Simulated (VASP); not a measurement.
# LiF (Griceite) (Fm-3m) in VASP: notebook

The runs below take LiF (Griceite) through single point, with PBEsol.

Program: VASP 6.6.1. These are calculated values, not measurements. Logs are shortened: lines on timing, memory, paths and dates and some standing lists are left out, and cuts for length are marked.

### 1 The cell of the first run

The structure is cubic, space group Fm-3m (No. 225). The conventional cell has a = 3.918 Å, b = 3.918 Å, c = 3.918 Å, α = 90.00°, β = 90.00°, γ = 90.00°. Within 2.6 Å of Li (site symmetry m-3m) lie 6 F at 1.96 Å. F (site symmetry m-3m) has 6 Li at 1.96 Å within 2.6 Å.

### 2 Single point, PBEsol

File INCAR:

```
ALGO = Normal
EDIFF = 1E-6
ENCUT = 750
GGA = PS
GGA_COMPAT = False
ISIF = 2
ISMEAR = 0
LASPH = True
LCHARG = True
LELF = True
LREAL = False
LVHAR = True
LWAVE = False
NBANDS = 12
NELM = 120
PREC = Accurate
SIGMA = 0.01
```

File KPOINTS:

```
k-points
0
Gamma
  7 7 7
```

File POSCAR:

```
LiF
1.0
    0.0000000000      1.9587938960      1.9587938960
    1.9587938960      0.0000000000      1.9587938960
    1.9587938960      1.9587938960      0.0000000000
Li F
1 1
Direct
    0.0000000000      0.0000000000      0.0000000000
    0.5000000000      0.5000000000      0.5000000000
```

Potentials or basis: VASP PAW PBE potentials, release 64 (Li_sv, F).

Run with:

```console
cat potpaw_PBE.64/Li_sv/POTCAR potpaw_PBE.64/F/POTCAR > POTCAR
mpirun -np 1 vasp_std > vasp.out
```

OUTCAR:

```text
EDIFF = 1E-6
   ENCUT = 750
   GGA = PS
   ISIF = 2
   ISMEAR = 0
   LASPH = True
   LREAL = False
   NELM = 120
   PREC = Accurate

 ion  position               nearest neighbor table
   1  0.000  0.000  0.000-   2 1.96   2 1.96   2 1.96   2 1.96   2 1.96   2 1.96
   2  0.500  0.500  0.500-   1 1.96   1 1.96   1 1.96   1 1.96   1 1.96   1 1.96

  LATTYP: Found a face centered cubic cell.
 ALAT       =     3.9175877920

  Lattice vectors:

 A1 = (   0.0000000000,   1.9587938960,   1.9587938960)
 A2 = (   1.9587938960,   0.0000000000,   1.9587938960)
 A3 = (   1.9587938960,   1.9587938960,   0.0000000000)

Analysis of symmetry for initial positions (statically):
=====================================================================
 Subroutine PRICEL returns:
 Original cell was already a primitive cell.

 Routine SETGRP: Setting up the symmetry group for a
 face centered cubic supercell.

 Subroutine GETGRP returns: Found 48 space group operations
 (whereof 48 operations were pure point group operations)
 out of a pool of 48 trial point group operations.

The static configuration has the point symmetry O_h .

Analysis of symmetry for dynamics (positions and initial velocities):
=====================================================================
 Subroutine PRICEL returns:
 Original cell was already a primitive cell.

 Routine SETGRP: Setting up the symmetry group for a
 face centered cubic supercell.

 Subroutine GETGRP returns: Found 48 space group operations
 (whereof 48 operations were pure point group operations)
 out of a pool of 48 trial point group operations.

The dynamic configuration has the point symmetry O_h .

 Subroutine INISYM returns: Found 48 space group operations
 (whereof 48 operations are pure point group operations),
 and found     1 'primitive' translations

----------------------------------------------------------------------------------------

                                     Primitive cell

  volume of cell :      15.0313

  direct lattice vectors                    reciprocal lattice vectors
     0.000000000  1.958793896  1.958793896    -0.255259117  0.255259117  0.255259117
     1.958793896  0.000000000  1.958793896     0.255259117 -0.255259117  0.255259117
     1.958793896  1.958793896  0.000000000     0.255259117  0.255259117 -0.255259117

  length of vectors
     2.770152894  2.770152894  2.770152894     0.442121759  0.442121759  0.442121759

  position of ions in fractional coordinates (direct lattice)
     0.000000000  0.000000000  0.000000000
     0.500000000  0.500000000  0.500000000

  ion indices of the primitive-cell ions
   primitive index   ion index
                 1           1
                 2           2

----------------------------------------------------------------------------------------

 KPOINTS: k-points

Automatic generation of k-mesh.
 Grid dimensions read from file:
 generate k-points for:    7    7    7

 Generating k-lattice:

  Cartesian coordinates                     Fractional coordinates (reciprocal lattice)
    -0.036465588  0.036465588  0.036465588     0.142857143  0.000000000  0.000000000
     0.036465588 -0.036465588  0.036465588     0.000000000  0.142857143  0.000000000
     0.036465588  0.036465588 -0.036465588     0.000000000  0.000000000  0.142857143

  Length of vectors
     0.063160251  0.063160251  0.063160251

  Shift w.r.t. Gamma in fractional coordinates (k-lattice)
     0.000000000  0.000000000  0.000000000

 Subroutine IBZKPT returns following result:
 ===========================================

 Found     20 irreducible k-points:

 Following reciprocal coordinates:
            Coordinates               Weight
  0.000000  0.000000  0.000000      1.000000
  0.142857  0.000000  0.000000      8.000000
  0.285714  0.000000  0.000000      8.000000
  0.428571  0.000000  0.000000      8.000000
  0.142857  0.142857  0.000000      6.000000
  0.285714  0.142857  0.000000     24.000000
[... 12 lines left out ...]
 -0.428571  0.428571  0.142857     24.000000
 -0.285714  0.428571  0.142857     24.000000
   k-points           NKPTS =     20   k-points in BZ     NKDIM =     20   number of bands    NBANDS=     12
   number of dos      NEDOS =    301   number of ions     NIONS =      2
   total plane-waves  NPLWV =  21952
   dimension x,y,z NGX =    28 NGY =   28 NGZ =   28
   dimension x,y,z NGXF=    56 NGYF=   56 NGZF=   56
   ions per type =               1   1
   NGX,Y,Z   is equivalent  to a cutoff of  16.80, 16.80, 16.80 a.u.
   NGXF,Y,Z  is equivalent  to a cutoff of  33.61, 33.61, 33.61 a.u.
 SYSTEM =  unknown system
   PREC   = accura    normal or accurate (medium, high low for compatibility)
   ISTART =      0    job   : 0-new  1-cont  2-samecut
   ICHARG =      2    charge: 1-file 2-atom 10-const
   ISPIN  =      1    spin polarized calculation?
   LNONCOLLINEAR =      F non collinear calculations
   LSORBIT =      F    spin-orbit coupling
   LASPH  =      T    aspherical Exc in radial PAW
   ENCUT  =  750.0 eV  55.12 Ry    7.42 a.u.   6.19  6.19  6.19*2*pi/ulx,y,z
   NELM   =    120;   NELMIN=  2; NELMDL= -5     # of ELM steps
   EDIFF  = 0.1E-05   stopping-criterion for ELM
   LREAL  =      F    real-space projection
   EDIFFG = 0.1E-04   stopping-criterion for IOM
   NSW    =      0    number of steps for IOM
   IBRION =     -1    ionic relax: 0-MD 1-quasi-New 2-CG
   NFREE  =      0    steps in history (QN), initial steepest desc. (CG)
   ISIF   =      2    stress and relaxation
   ISYM   =      2    0-nonsym 1-usesym 2-fastsym
   POTIM  = 0.5000    time-step for ionic-motion
   TEBEG  =    0.0;   TEEND  =   0.0 temperature during run
   PSTRESS=    0.0 pullay stress
   NELECT =      10.0000    total number of electrons
   NUPDOWN=      -1.0000    fix difference up-down
   EMIN   =  10.00;   EMAX   =-10.00  energy-range for DOS
   EFERMI =   0.00;   METHOD = LEGACY
   ISMEAR =     0;   SIGMA  =   0.01  broadening in eV -4-tet -1-fermi 0-gaus
   EFERMI_NEDOS =   21; number of points for ismear=-14 and -15
   IALGO  =     38    algorithm
   IMIX   =      4    mixing-type and parameters
     AMIX     =   0.40;   BMIX     =  1.00
     AMIX_MAG =   1.60;   BMIX_MAG =  1.00
  volume/ion in A,a.u.               =       7.52        50.72
  Fermi-wavevector in a.u.,A,eV,Ry     =   1.429144  2.700691 27.789267  2.042454
  Thomas-Fermi vector in A             =   2.549130
   LORBIT       =      0    0 simple, 1 ext, 2 COOP (PROOUT), +10 PAW based schemes
   GGA     = PS    functional components
   LHFCALC =     F    Hartree Fock is set to
   AEXX    =    0.0000 exact exchange contribution
   IVDW    =     0    specifies the selected vdW correction
   LEPSILON=     F    determine dielectric tensor
   LRPA    =     F    only Hartree local field effects (RPA)
 non-spin polarized calculation
 Gauss-broadening in eV      SIGMA  =   0.01
  energy-cutoff  :      750.00
  volume of cell :       15.03
 maximum number of plane-waves:       725
 NGX is ok and might be reduce to    28
   NGX = 13   NGY = 13   NGZ = 13

 number of electron      10.0000000 magnetization

 number of electron       9.9999998 magnetization

 Free energy of the ion-electron system (eV)
  ---------------------------------------------------
  ext. energy  EPLUGINS =         0.00000000
  ---------------------------------------------------
  free energy    TOTEN  =        -9.83897232 eV

  energy without entropy =       -9.83897232  energy(sigma->0) =       -9.83897232

 E-fermi :  -0.4613     XC(G=0): -10.6269

 val. band max:       -0.5882129077   @ k =   0.0000   0.0000   0.0000
 cond. band min:       9.0906770687   @ k =   0.0000   0.0000   0.0000
 fundamental gap:      9.6788899764
 Fermi energy:        -0.4612506854

 k-point     1 :       0.0000    0.0000    0.0000
  band No.  band energies     occupation
      1     -40.6197      2.00000
      2     -20.6912      2.00000
      3      -0.5882      2.00000
      4      -0.5882      2.00000
      5      -0.5882      2.00000
      6       9.0907      0.00000
      7      24.3217      0.00000
      8      24.3217      0.00000
      9      24.3217      0.00000
     10      24.3522      0.00000
     11      24.3522      0.00000
     12      24.3522      0.00000

 k-point     2 :       0.1429    0.0000    0.0000
  band No.  band energies     occupation
      1     -40.6025      2.00000
      2     -20.6027      2.00000
      3      -1.2039      2.00000
      4      -0.6401      2.00000
      5      -0.6401      2.00000
      6       9.6362      0.00000
      7      20.0656      0.00000
      8      22.1924      0.00000
      9      22.1924      0.00000
     10      26.0779      0.00000
     11      26.0859      0.00000
     12      26.0859      0.00000

 k-point     3 :       0.2857    0.0000    0.0000
  band No.  band energies     occupation
      1     -40.5638      2.00000
      2     -20.3936      2.00000
      3      -2.4206      2.00000
      4      -0.7523      2.00000
      5      -0.7523      2.00000
      6      10.4005      0.00000
      7      17.4694      0.00000
      8      20.1268      0.00000
      9      20.1268      0.00000
     10      27.9815      0.00000
     11      28.4774      0.00000
     12      28.4774      0.00000

 k-point     4 :       0.4286    0.0000    0.0000
  band No.  band energies     occupation
      1     -40.5329      2.00000
      2     -20.2138      2.00000
      3      -3.2931      2.00000
      4      -0.8381      2.00000
      5      -0.8381      2.00000
      6      10.4572      0.00000
      7      16.9548      0.00000
      8      18.9573      0.00000
      9      18.9573      0.00000
     10      30.4231      0.00000
     11      31.1520      0.00000
     12      31.1520      0.00000

 k-point     5 :       0.1429    0.1429    0.0000
  band No.  band energies     occupation
      1     -40.5970      2.00000
      2     -20.5681      2.00000
      3      -1.1618      2.00000
      4      -0.8120      2.00000
      5      -0.8120      2.00000
      6       9.9228      0.00000
      7      20.8661      0.00000
      8      21.6674      0.00000
      9      21.6674      0.00000
     10      21.8598      0.00000
     11      28.9665      0.00000
     12      28.9665      0.00000
[... 168 lines left out ...]
      1     -40.5387      2.00000
      2     -20.1932      2.00000
      3      -2.6942      2.00000
      4      -1.7020      2.00000
      5      -1.0317      2.00000
      6      12.0013      0.00000
      7      16.2692      0.00000
      8      19.3421      0.00000
      9      20.0875      0.00000
     10      24.1520      0.00000
     11      31.9707      0.00000
     12      33.1166      0.00000

 k-point    18 :      -0.4286    0.2857    0.1429
  band No.  band energies     occupation
      1     -40.5167      2.00000
      2     -20.0287      2.00000
      3      -3.1139      2.00000
      4      -2.1733      2.00000
      5      -1.1812      2.00000
      6      12.6952      0.00000
      7      15.5345      0.00000
      8      18.9013      0.00000
      9      19.5887      0.00000
     10      26.7293      0.00000
     11      29.8434      0.00000
     12      35.4893      0.00000

 k-point    19 :      -0.4286    0.4286    0.1429
  band No.  band energies     occupation
      1     -40.5089      2.00000
      2     -19.9137      2.00000
      3      -3.5179      2.00000
      4      -2.1642      2.00000
      5      -1.5126      2.00000
      6      14.2765      0.00000
      7      15.4291      0.00000
      8      17.9995      0.00000
      9      19.9395      0.00000
     10      23.3733      0.00000
     11      32.9467      0.00000
     12      36.0720      0.00000

 k-point    20 :      -0.2857    0.4286    0.1429
  band No.  band energies     occupation
      1     -40.5059      2.00000
      2     -19.9063      2.00000
      3      -3.1426      2.00000
      4      -2.7190      2.00000
      5      -1.4171      2.00000
      6      14.3683      0.00000
      7      14.9139      0.00000
      8      18.1689      0.00000
      9      19.6335      0.00000
     10      26.1656      0.00000
     11      29.6865      0.00000
     12      35.6661      0.00000

------------------------ aborting loop because EDIFF is reached ----------------------------------------

  FORCE on cell =-STRESS in cart. coord.  units (eV):
  Direction    XX          YY          ZZ          XY          YZ          ZX
  --------------------------------------------------------------------------------------
  -------------------------------------------------------------------------------------
  Total        0.5028130      0.5028130      0.5028130      0.0000000     -0.0000000      0.0000000
  in kB       53.5945810     53.5945810     53.5945810      0.0000000     -0.0000000      0.0000000
  external PRESSURE =      53.5945810 kB  Pullay stress =       0.0000000 kB

 VOLUME and BASIS-vectors are now :
 -----------------------------------------------------------------------------
  energy-cutoff  :      750.00
  volume of cell :       15.03
      direct lattice vectors                 reciprocal lattice vectors
     0.000000000  1.958793896  1.958793896    -0.255259117  0.255259117  0.255259117
     1.958793896  0.000000000  1.958793896     0.255259117 -0.255259117  0.255259117
     1.958793896  1.958793896  0.000000000     0.255259117  0.255259117 -0.255259117

 POSITION                                       TOTAL-FORCE (eV/Angst)
 -----------------------------------------------------------------------------------
      0.00000      0.00000      0.00000         0.000000     -0.000000      0.000000
      1.95879      1.95879      1.95879        -0.000000      0.000000     -0.000000
 -----------------------------------------------------------------------------------
    total drift:                                0.000000      0.000000      0.000000

  FREE ENERGIE OF THE ION-ELECTRON SYSTEM (eV)
  ---------------------------------------------------
  free  energy   TOTEN  =        -9.8389723214 eV

  energy  without entropy=       -9.8389723214  energy(sigma->0) =       -9.83897232
```

Wall time 12 s (1 thread of Intel Xeon 8259CL, shared host); peak memory 0.15 GiB.

Results:

```yaml
Free_energy: -9.8390 eV
Pressure: 5.4 GPa
Band_gap_on_the_k_mesh: 9.68 eV, direct
```

Levels at points of the mesh, in eV from the valence-band top:
```csv
k point,band 2,band 3,band 4,band 5,band 6,band 7,band 8,band 9
"(0.00, 0.00, 0.00)",-20.10,0.00,0.00,0.00,9.68,24.91,24.91,24.91
```

Caveat: the PAW data sets were made with another functional, which shifts forces and pressure a little. As with any semilocal functional, this PBEsol gap is likely too small.

(Part 1 of 2 ends here.)
